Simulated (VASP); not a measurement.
MgCdO, 3 atoms in the cell. Symmetry: P4/mmm, No. 123, tetragonal system. The conventional cell has a = 3.172 Å, b = 3.172 Å, c = 6.704 Å, α = 90.00°, β = 90.00°, γ = 90.00°. Within 4.2 Å of Mg (site symmetry 4/mmm) lie 4 Mg at 3.17 Å and 2 Cd at 3.35 Å and 8 O at 4.03 Å. Cd (site symmetry 4/mmm) has 4 O at 2.24 Å within 3.0 Å. Within 3.0 Å of O (site symmetry 4/mmm) lie 4 Cd at 2.24 Å. The cell was built from a structure type or drawn by symmetry, and may not be a known phase.

| Property | Result |
| --- | --- |
| Program | VASP 6.6.1 |
| Task | single point |
| Functional | PBE |
| Potentials or basis | VASP PAW PBE potentials, release 64 (Mg_sv, Cd_sv_GW, O) |
| Cutoff | 750 eV |
| k mesh | 6 × 6 × 4 |
| Occupations | gaussian, width 0.1 eV |
| Spin | no spin polarisation |
| Dipole correction | no |
| Mended | yes |
| Further INCAR settings | ALGO = Normal; EDIFF = 1e-06; NBANDS = 25 |

Potentials or basis: VASP PAW PBE potentials, release 64 (Mg_sv, Cd_sv_GW, O).

Launch:

```sh
$ cat potpaw_PBE.64/Mg_sv/POTCAR potpaw_PBE.64/Cd_sv_GW/POTCAR potpaw_PBE.64/O/POTCAR > POTCAR
$ mpirun -np 1 vasp_std > vasp.out
```

Hardware: 1 thread of Intel(R) Xeon(R) Platinum 8488C (Sapphire Rapids) (shared host).

Q: How long does it take, and how much memory?

A: It took 48 s on 1 thread of Intel(R) Xeon(R) Platinum 8488C (Sapphire Rapids) (shared host), peak memory 0.27 GiB. Counts: scf iterations 14, k points 30.
